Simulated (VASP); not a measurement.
Write the native input for VASP 6.6.1 that does the following.

```
Task                   : single point
Functional             : PBEsol
Potentials or basis    : VASP PAW PBE potentials, release 64 (Au)
Cutoff                 : 500 eV
k mesh                 : 20 × 20 × 20
Occupations            : fermi-dirac, width 0.15 eV
Spin                   : no spin polarisation
Dipole correction      : no
Further INCAR settings : ALGO = Normal; EDIFF = 1e-06; NBANDS = 12
```

The structure of Au lies in POSCAR:

```
Au
1.0
    0.0000000000      2.0304777801      2.0304777801
    2.0304777801      0.0000000000      2.0304777801
    2.0304777801      2.0304777801      0.0000000000
Au
1
Direct
    0.0000000000      0.0000000000      0.0000000000
```

The input as run:

INCAR

```
  PREC = Accurate
  ENCUT = 500
  EDIFF = 1E-6
  ISMEAR = -1
  SIGMA = 0.15
  LREAL = False
  LASPH = True
  NELM = 120
  ALGO = Normal
  ISIF = 2
  LWAVE = False
  LCHARG = False
  GGA = PS
  NBANDS = 12
  GGA_COMPAT = False
```

KPOINTS

```
regular mesh
0
Gamma
  20 20 20
```

Potentials or basis: VASP PAW PBE potentials, release 64 (Au).

The run is started by

```bash
$ cat potpaw_PBE.64/Au/POTCAR > POTCAR
$ mpirun -np 1 vasp_std > vasp.out
```

Results of the run:

```json
{"Pressure": "2.7 GPa", "Band gap on the k mesh": "zero (an odd number of electrons rules out a gap without spin polarisation)"}
```

Caveat: the PAW data sets were made with another functional, which shifts forces and pressure a little; spin-orbit coupling is left out, which moves the levels of the heavy elements.

Run time: 46 s on 1 thread of Intel Xeon 8259CL (shared host), peak memory 0.18 GiB.
